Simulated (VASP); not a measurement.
A run of VASP 6.6.1 is set up as follows.

The input INCAR:

```
SYSTEM = AgO2
  PREC = Accurate
  ENCUT = 520
  EDIFF = 1E-7
  ISMEAR = -1
  SIGMA = 0.06122561905347299
  LREAL = .False.
  LASPH = .True.
  NELM = 80
  ALGO = Normal
  ISIF = 2
  LWAVE = .False.
  LCHARG = .False.
  GGA = PE
  NBANDS = 18
```

The input KPOINTS:

```
regular mesh
0
Gamma
  18 18 18
  0 0 0
```

File POSCAR:

```
AgO2
1.0
    0.0000000000      2.5636246166      2.5636246166
    2.5636246166      0.0000000000      2.5636246166
    2.5636246166      2.5636246166      0.0000000000
Ag O
1 2
Direct
    0.0000000000      0.0000000000      0.0000000000
    0.2500000000      0.2500000000      0.2500000000
    0.7500000000      0.7500000000      0.7500000000
```

Potentials or basis: VASP PAW PBE potentials, release 64 (Ag, O).

Run with:

```bash
$ cat potpaw_PBE.64/Ag/POTCAR potpaw_PBE.64/O/POTCAR > POTCAR
$ mpirun -np 1 vasp_std > vasp.out
```

Question: Predict the pressure.

Answer: 2.9 GPa.

Caveat: an odd number of electrons without spin polarisation forces a metal; a magnetic or distorted state may lie lower.
